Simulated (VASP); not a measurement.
# Y3Si2F (P6/mmm) in VASP: relaxation of cell and atoms with PBE

Aim: the relaxation of cell and atoms of Y3Si2F with PBE.

Program: VASP 6.6.1. These are calculated values, not measurements. Logs are shortened: lines on timing, memory, paths and dates and some standing lists are left out, and cuts for length are marked.

## (1) The cell of the first run

It takes space group P6/mmm (No. 191, hexagonal). The conventional cell has a = 6.136 Å, b = 6.136 Å, c = 3.322 Å, α = 90.00°, β = 90.00°, γ = 120.00°. Y (site symmetry mmm) has 4 Si at 2.43 Å and 6 Y at 3.07 to 3.32 Å and 4 F at 3.49 Å within 3.5 Å. Within 3.4 Å of Si (site symmetry -6m2) lie 6 Y at 2.43 Å and 2 Si at 3.32 Å. F (site symmetry 6/mmm) has 2 F at 3.32 Å and 12 Y at 3.49 Å and 6 Si at 3.54 Å within 4.4 Å.

The cell was built from a structure type or drawn by symmetry, and may not be a known phase.

## (2) Relaxation of cell and atoms, PBE

INCAR reads:

```
PREC = Accurate
ENCUT = 910
EDIFF = 1E-7
ISMEAR = 0
SIGMA = 0.1
LREAL = False
LASPH = True
NELM = 120
ALGO = Normal
ISIF = 3
LWAVE = False
LCHARG = False
GGA = PE
IBRION = 2
NSW = 90
EDIFFG = -0.04
GGA_COMPAT = False
NELMIN = 4
```

KPOINTS reads:

```
Automatic mesh
0
Gamma
  3 3 6
```

POSCAR reads:

```
Y3Si2F
1.0
    6.1364624800      0.0000000000      0.0000000000
   -3.0682312400      5.3143324000      0.0000000000
    0.0000000000      0.0000000000      3.3220697600
Y Si F
3 2 1
Direct
    0.5000000000      0.0000000000      0.5000000000
    0.5000000000      0.5000000000      0.5000000000
    0.0000000000      0.5000000000      0.5000000000
    0.3333333300      0.6666666700      0.0000000000
    0.6666666700      0.3333333300      0.0000000000
    0.0000000000      0.0000000000      0.0000000000
```

Potentials or basis: VASP PAW PBE potentials, release 64 (Y_sv, Si, F_h).

Run with:

```sh
> cat potpaw_PBE.64/Y_sv/POTCAR potpaw_PBE.64/Si/POTCAR potpaw_PBE.64/F_h/POTCAR > POTCAR
> mpirun -np 1 vasp_std > vasp.out
```

OUTCAR:

```text
PREC = Accurate
   ENCUT = 910
   EDIFF = 1E-7
   ISMEAR = 0
   LREAL = False
   LASPH = True
   NELM = 120
   ISIF = 3
   GGA = PE
   IBRION = 2
   NSW = 90
   EDIFFG = -0.04
   NELMIN = 4

 ion  position               nearest neighbor table
   1  0.500  0.000  0.500-   4 2.43   5 2.43   4 2.43   5 2.43   2 3.07   3 3.07   2 3.07   3 3.07

   2  0.500  0.500  0.500-   4 2.43   5 2.43   4 2.43   5 2.43   3 3.07   3 3.07   1 3.07   1 3.07

   3  0.000  0.500  0.500-   4 2.43   5 2.43   4 2.43   5 2.43   2 3.07   2 3.07   1 3.07   1 3.07

   4  0.333  0.667  0.000-   3 2.43   3 2.43   1 2.43   1 2.43   2 2.43   2 2.43
   5  0.667  0.333  0.000-   3 2.43   3 2.43   1 2.43   1 2.43   2 2.43   2 2.43
   6  0.000  0.000  0.000-

  LATTYP: Found a hexagonal cell.
 ALAT       =     6.1364624800
 C/A-ratio  =     0.5413656110

  Lattice vectors:

 A1 = (   6.1364624800,   0.0000000000,   0.0000000000)
 A2 = (  -3.0682312400,   5.3143324000,   0.0000000000)
 A3 = (   0.0000000000,   0.0000000000,   3.3220697600)

Analysis of symmetry for initial positions (statically):
=====================================================================
 Subroutine PRICEL returns:
 Original cell was already a primitive cell.

 Routine SETGRP: Setting up the symmetry group for a
 hexagonal supercell.

 Subroutine GETGRP returns: Found 24 space group operations
 (whereof 24 operations were pure point group operations)
 out of a pool of 24 trial point group operations.

The static configuration has the point symmetry D_6h.

Analysis of symmetry for dynamics (positions and initial velocities):
=====================================================================
 Subroutine PRICEL returns:
 Original cell was already a primitive cell.

 Routine SETGRP: Setting up the symmetry group for a
 hexagonal supercell.

 Subroutine GETGRP returns: Found 24 space group operations
 (whereof 24 operations were pure point group operations)
 out of a pool of 24 trial point group operations.

The dynamic configuration has the point symmetry D_6h.

 Subroutine INISYM returns: Found 24 space group operations
 (whereof 24 operations are pure point group operations),
 and found     1 'primitive' translations

----------------------------------------------------------------------------------------

                                     Primitive cell

  volume of cell :     108.3367

  direct lattice vectors                    reciprocal lattice vectors
     6.136462480  0.000000000  0.000000000     0.162960338  0.094085195  0.000000000
    -3.068231240  5.314332400  0.000000000     0.000000000  0.188170390  0.000000000
     0.000000000  0.000000000  3.322069760     0.000000000  0.000000000  0.301017159

  length of vectors
     6.136462480  6.136462483  3.322069760     0.188170390  0.188170390  0.301017159

  position of ions in fractional coordinates (direct lattice)
     0.500000000  0.000000000  0.500000000
     0.500000000  0.500000000  0.500000000
     0.000000000  0.500000000  0.500000000
     0.333333330  0.666666670  0.000000000
     0.666666670  0.333333330  0.000000000
     0.000000000  0.000000000  0.000000000

  ion indices of the primitive-cell ions
   primitive index   ion index
                 1           1
                 2           2
                 3           3
                 4           4
                 5           5
                 6           6

----------------------------------------------------------------------------------------

 KPOINTS: Automatic mesh

Automatic generation of k-mesh.
 Grid dimensions read from file:
 generate k-points for:    3    3    6

 Generating k-lattice:

  Cartesian coordinates                     Fractional coordinates (reciprocal lattice)
     0.054320113  0.031361732  0.000000000     0.333333333 -0.000000000  0.000000000
     0.000000000  0.062723463  0.000000000     0.000000000  0.333333333  0.000000000
     0.000000000  0.000000000  0.050169526     0.000000000  0.000000000  0.166666667

  Length of vectors
     0.062723463  0.062723463  0.050169526

  Shift w.r.t. Gamma in fractional coordinates (k-lattice)
     0.000000000  0.000000000  0.000000000

 Subroutine IBZKPT returns following result:
 ===========================================

 Found     12 irreducible k-points:

 Following reciprocal coordinates:
            Coordinates               Weight
  0.000000  0.000000  0.000000      1.000000
  0.333333  0.000000  0.000000      6.000000
  0.333333  0.333333  0.000000      2.000000
  0.000000  0.000000  0.166667      2.000000
  0.333333  0.000000  0.166667     12.000000
  0.333333  0.333333  0.166667      4.000000
  0.000000  0.000000  0.333333      2.000000
  0.333333  0.000000  0.333333     12.000000
  0.333333  0.333333  0.333333      4.000000
  0.000000  0.000000  0.500000      1.000000
  0.333333  0.000000  0.500000      6.000000
  0.333333  0.333333  0.500000      2.000000
   k-points           NKPTS =     12   k-points in BZ     NKDIM =     12   number of bands    NBANDS=     28
   number of dos      NEDOS =    301   number of ions     NIONS =      6
   total plane-waves  NPLWV = 129600
   dimension x,y,z NGX =    60 NGY =   60 NGZ =   36
   dimension x,y,z NGXF=   120 NGYF=  120 NGZF=   72
   ions per type =               3   2   1
   NGX,Y,Z   is equivalent  to a cutoff of  16.25, 16.25, 18.02 a.u.
   NGXF,Y,Z  is equivalent  to a cutoff of  32.51, 32.51, 36.03 a.u.
 SYSTEM =  unknown system
   PREC   = accura    normal or accurate (medium, high low for compatibility)
   ISTART =      0    job   : 0-new  1-cont  2-samecut
   ICHARG =      2    charge: 1-file 2-atom 10-const
   ISPIN  =      1    spin polarized calculation?
   LNONCOLLINEAR =      F non collinear calculations
   LSORBIT =      F    spin-orbit coupling
   LASPH  =      T    aspherical Exc in radial PAW
   ENCUT  =  910.0 eV  66.88 Ry    8.18 a.u.  15.09 15.09  8.17*2*pi/ulx,y,z
   NELM   =    120;   NELMIN=  4; NELMDL= -5     # of ELM steps
   EDIFF  = 0.1E-06   stopping-criterion for ELM
   LREAL  =      F    real-space projection
   EDIFFG = -.4E-01   stopping-criterion for IOM
   NSW    =     90    number of steps for IOM
   IBRION =      2    ionic relax: 0-MD 1-quasi-New 2-CG
   NFREE  =      1    steps in history (QN), initial steepest desc. (CG)
   ISIF   =      3    stress and relaxation
   ISYM   =      2    0-nonsym 1-usesym 2-fastsym
   POTIM  = 0.5000    time-step for ionic-motion
   TEBEG  =    0.0;   TEEND  =   0.0 temperature during run
   PSTRESS=    0.0 pullay stress
   NELECT =      48.0000    total number of electrons
   NUPDOWN=      -1.0000    fix difference up-down
   EMIN   =  10.00;   EMAX   =-10.00  energy-range for DOS
   EFERMI =   0.00;   METHOD = LEGACY
   ISMEAR =     0;   SIGMA  =   0.10  broadening in eV -4-tet -1-fermi 0-gaus
   EFERMI_NEDOS =   21; number of points for ismear=-14 and -15
   IALGO  =     38    algorithm
   IMIX   =      4    mixing-type and parameters
     AMIX     =   0.40;   BMIX     =  1.00
     AMIX_MAG =   1.60;   BMIX_MAG =  1.00
  volume/ion in A,a.u.               =      18.06       121.85
  Fermi-wavevector in a.u.,A,eV,Ry     =   1.248044  2.358462 21.192639  1.557615
  Thomas-Fermi vector in A             =   2.382149
   LORBIT       =      0    0 simple, 1 ext, 2 COOP (PROOUT), +10 PAW based schemes
   GGA     = PE    functional components
   LHFCALC =     F    Hartree Fock is set to
   AEXX    =    0.0000 exact exchange contribution
   IVDW    =     0    specifies the selected vdW correction
   LEPSILON=     F    determine dielectric tensor
   LRPA    =     F    only Hartree local field effects (RPA)
 conjugate gradient relaxation of ions
 non-spin polarized calculation
 Gauss-broadening in eV      SIGMA  =   0.10
  energy-cutoff  :      910.00
  volume of cell :      108.34
 maximum number of plane-waves:      6780
   NGX = 31   NGY = 31   NGZ = 17

--------------------------------------- Ionic step        1  -------------------------------------------

 number of electron      47.9999999 magnetization

 Free energy of the ion-electron system (eV)
  ---------------------------------------------------
  ext. energy  EPLUGINS =         0.00000000
  ---------------------------------------------------
  free energy    TOTEN  =       -26.66848521 eV

  energy without entropy =      -26.65461890  energy(sigma->0) =      -26.66155206

 E-fermi :   5.1805     XC(G=0): -10.3595

 val. band max:        5.1180962856   @ k =   0.3333   0.0000   0.3333
 cond. band min:       5.2494210922   @ k =   0.0000   0.0000   0.1667
 fundamental gap:      0.1313248066
 Fermi energy:         5.1805287209

 k-point     1 :       0.0000    0.0000    0.0000
  band No.  band energies     occupation
      1     -36.4691      2.00000
      2     -36.2284      2.00000
      3     -36.2284      2.00000
      4     -18.0197      2.00000
      5     -17.0557      2.00000
      6     -17.0557      2.00000
[... 20 lines left out ...]
     27       6.2095      0.00000
     28       7.4199      0.00000

 k-point     2 :       0.3333    0.0000    0.0000
  band No.  band energies     occupation
      1     -36.4195      2.00000
      2     -36.2806      2.00000
      3     -36.2285      2.00000
      4     -17.7031      2.00000
      5     -17.0269      2.00000
      6     -16.8377      2.00000
[... 623 lines left out ...]
 VOLUME and BASIS-vectors are now :
 -----------------------------------------------------------------------------
  energy-cutoff  :      910.00
  volume of cell :      171.06
      direct lattice vectors                 reciprocal lattice vectors
     7.253011272  0.000000000 -0.000000000     0.137873769  0.079601458  0.000000000
    -3.626505636  6.281292020 -0.000000000     0.000000000  0.159202915  0.000000000
     0.000000000 -0.000000000  3.754824028     0.000000000  0.000000000  0.266324065

 POSITION                                       TOTAL-FORCE (eV/Angst)
 -----------------------------------------------------------------------------------
      0.00000      6.28129      1.87741        -0.000000     -0.000000      0.000000
      1.81325      3.14065      1.87741        -0.000000     -0.000000      0.000000
     -1.81325      3.14065      1.87741        -0.000000     -0.000000      0.000000
     -0.00000      4.18753      3.75482         0.000000      0.000000     -0.000000
      3.62651      2.09376     -0.00000         0.000000      0.000000      0.000000
     -3.62651      6.28129     -0.00000        -0.000000      0.000000      0.000000
 -----------------------------------------------------------------------------------
    total drift:                                0.000000      0.000000     -0.000000

  FREE ENERGIE OF THE ION-ELECTRON SYSTEM (eV)
  ---------------------------------------------------
  free  energy   TOTEN  =       -34.7899655070 eV

  energy  without entropy=      -34.7852489070  energy(sigma->0) =      -34.78760721

--------------------------------------- Ionic step        9  -------------------------------------------

 number of electron      48.0000001 magnetization

 Free energy of the ion-electron system (eV)
  ---------------------------------------------------
  ext. energy  EPLUGINS =         0.00000000
  ---------------------------------------------------
  free energy    TOTEN  =       -34.79076663 eV

  energy without entropy =      -34.78595734  energy(sigma->0) =      -34.78836198

 E-fermi :   2.3485     XC(G=0):  -8.4708

 val. band max:        2.3381766097   @ k =   0.0000   0.0000   0.0000
 cond. band min:       2.3700502154   @ k =   0.0000   0.0000   0.5000
 fundamental gap:      0.0318736057
 Fermi energy:         2.3484829364

 k-point     1 :       0.0000    0.0000    0.0000
  band No.  band energies     occupation
      1     -40.5607      2.00000
      2     -40.5302      2.00000
      3     -40.5302      2.00000
      4     -20.8456      2.00000
      5     -20.8456      2.00000
      6     -20.7313      2.00000
[... 20 lines left out ...]
     27       2.5135      0.01962
     28       4.0255      0.00000

 k-point     2 :       0.3333    0.0000    0.0000
  band No.  band energies     occupation
      1     -40.5543      2.00000
      2     -40.5366      2.00000
      3     -40.5302      2.00000
      4     -20.8415      2.00000
      5     -20.8090      2.00000
      6     -20.7289      2.00000
[... 335 lines left out ...]
  FORCE on cell =-STRESS in cart. coord.  units (eV):
  Direction    XX          YY          ZZ          XY          YZ          ZX
  --------------------------------------------------------------------------------------
  -------------------------------------------------------------------------------------
  Total        0.0092759      0.0092759      0.0248749      0.0000000     -0.0000000      0.0000000
  in kB        0.0872834      0.0872834      0.2340642      0.0000000     -0.0000000      0.0000000
  external PRESSURE =       0.1362103 kB  Pullay stress =       0.0000000 kB

 VOLUME and BASIS-vectors are now :
 -----------------------------------------------------------------------------
  energy-cutoff  :      910.00
  volume of cell :      170.27
      direct lattice vectors                 reciprocal lattice vectors
     7.242359990  0.000000000 -0.000000000     0.138076539  0.079718527  0.000000000
    -3.621179995  6.272067739 -0.000000000     0.000000000  0.159437054  0.000000000
     0.000000000 -0.000000000  3.748399231     0.000000000  0.000000000  0.266780548

 POSITION                                       TOTAL-FORCE (eV/Angst)
 -----------------------------------------------------------------------------------
      3.62118     -0.00000      1.87420         0.000000     -0.000000      0.000000
      1.81059      3.13603      1.87420         0.000000     -0.000000      0.000000
     -1.81059      3.13603      1.87420         0.000000     -0.000000      0.000000
     -0.00000      4.18138     -0.00000         0.000000     -0.000000     -0.000000
      3.62118      2.09069     -0.00000        -0.000000      0.000000      0.000000
      0.00000     -0.00000      0.00000         0.000000     -0.000000      0.000000
 -----------------------------------------------------------------------------------
    total drift:                                0.000000      0.000000      0.000000

  FREE ENERGIE OF THE ION-ELECTRON SYSTEM (eV)
  ---------------------------------------------------
  free  energy   TOTEN  =       -34.7907666282 eV

  energy  without entropy=      -34.7859573413  energy(sigma->0) =      -34.78836198

 reached required accuracy - stopping structural energy minimisation
```

It took 7.7 min on 1 thread of AMD EPYC 9R45 (Zen 5), shared host; peak memory 0.39 GiB.

Results:

```
Free energy                           : -34.7908 eV
Relaxed volume                        : 28.38 Å³/atom
Relaxed cell                          : a = 7.242 Å, b = 7.242 Å, c = 3.748 Å, α = 90.00°, β = 90.00°, γ = 120.00°
Space group after relaxing (to 0.1 Å) : P6/mmm (No. 191)
Energy gained by relaxing             : 1353.7 meV/atom
Ionic steps                           : 9
Pressure after relaxing               : 0.0 GPa
Band gap on the k mesh                : 0.03 eV (least direct gap 0.12 eV)
```

The path:
| step | energy change (eV) | largest force (eV/Å) | pressure (GPa) | volume (Å³) |
| --- | --- | --- | --- | --- |
| 1 | 0.0000 | 0.0000 | 55.87 | 108.34 |
| 2 | -3.3975 | 0.0000 | -16.05 | 239.92 |
| 3 | -7.9321 | 0.0000 | -0.93 | 170.30 |
| 4 | -7.9426 | 0.0000 | 0.07 | 167.90 |
| 5 | -7.9418 | 0.0000 | 0.65 | 166.54 |
| 6 | -8.1108 | 0.0000 | 0.43 | 168.74 |
| 7 | -8.1212 | 0.0000 | 0.40 | 169.39 |
| 8 | -8.1215 | 0.0000 | -0.32 | 171.06 |
| 9 | -8.1223 | 0.0000 | 0.01 | 170.27 |

Final structure:
```yaml
crystal:
  lattice:
    - [7.24236, 0.00000, 0.00000]
    - [-3.62118, 6.27207, 0.00000]
    - [0.00000, 0.00000, 3.74840]
  atoms:
    - { symbol: Y, position: [0.50000, 0.00000, 0.50000] }
    - { symbol: Y, position: [0.50000, 0.50000, 0.50000] }
    - { symbol: Y, position: [0.00000, 0.50000, 0.50000] }
    - { symbol: Si, position: [0.33333, 0.66667, 0.00000] }
    - { symbol: Si, position: [0.66667, 0.33333, 0.00000] }
    - { symbol: F, position: [0.00000, 0.00000, 0.00000] }
```

Levels at points of the mesh, in eV from the valence-band top:
```
           k point  band 22  band 23  band 24  band 25  band 26  band 27
(0.00, 0.00, 0.00)    -0.88     0.00     0.00     0.12     0.18     0.18
(0.00, 0.00, 0.50)    -1.15    -0.35    -0.35     0.03     0.03     1.15
```

Caveat: the cutoff is under 1.25 times the usual one of these potentials, so pressure, stress and relaxed cells hold a basis-set (Pulay) error; the volume moved by over 15 % at a fixed basis, so the end points are rough; an odd mesh through Γ misses points on the zone boundary, where band edges can lie.
